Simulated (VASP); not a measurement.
Wanted: the native input for a VASP 6.6.1 run.

- Task: single point
- Functional: PBE
- Potentials or basis: VASP PAW PBE potentials, release 64 (Ca_sv, Se)
- Cutoff: 520 eV
- k mesh: 1 × 1 × 1, shifted
- Occupations: gaussian, width 0.1 eV
- Spin: no spin polarisation
- Dipole correction: no
- Further INCAR settings: LREAL = Auto; ALGO = Normal; EDIFF = 1e-07; NBANDS = 78; ISYM = 0

The structure of CaSe lies in POSCAR:

```
CaSe
1.0
    6.9806067279      0.5907195199     -2.3847808262
    0.5770459971      7.3771221597     -0.4152891052
   -2.2585001322     -0.5648984323      9.0383051858
Ca Se
8 8
Direct
    0.2090830256      0.6501396864      0.3913870516
    0.3341067391      0.4001283043      0.0164090539
    0.5840318947      0.9001408065      0.2662978622
    0.0839894788      0.9001213258      0.7663017072
    0.8341001982      0.4001881041      0.5164314608
    0.4590793546      0.1501584219      0.6413422191
    0.7090501226      0.6501367700      0.8913678735
    0.9590499060      0.1501452461      0.1413230110
    0.7715863057      0.5251677732      0.2039007761
    0.3965547751      0.2751337729      0.3288811479
    0.1465265835      0.7751174525      0.0788493853
    0.5214929898      1.0251143359     -0.0461486024
    0.0215041177      0.0251046021      0.4538154943
    0.2715743517      0.5251576276      0.7039110434
    0.8965997574      0.2751670503      0.8289031202
    0.6465086642      0.7751091928      0.5788192748
```

The input as run:

INCAR

```
PREC = Accurate
ENCUT = 520
EDIFF = 1E-7
ISMEAR = 0
SIGMA = 0.1
LREAL = Auto
LASPH = True
NELM = 80
ALGO = Normal
ISIF = 2
LWAVE = False
LCHARG = True
GGA = PE
LELF = True
LVHAR = True
ISYM = 0
NBANDS = 78
```

KPOINTS

```
Automatic mesh
0
Gamma
  1 1 1
  0.25 0.25 0.25
```

Potentials or basis: VASP PAW PBE potentials, release 64 (Ca_sv, Se).

The run is started by

```console
$ cat potpaw_PBE.64/Ca_sv/POTCAR potpaw_PBE.64/Se/POTCAR > POTCAR
$ mpirun -np 1 vasp_std > vasp.out
```

It gave:

* Pressure: 0.1 GPa
* Largest force: 0.008 eV/Å

Caveat: the k points lie up to 0.90 Å⁻¹ apart, too coarse for converged energies, forces and pressures.

Run time: 52 s on 1 thread of Intel(R) Xeon(R) 6975P-C (Granite Rapids) (shared host), peak memory 0.46 GiB.
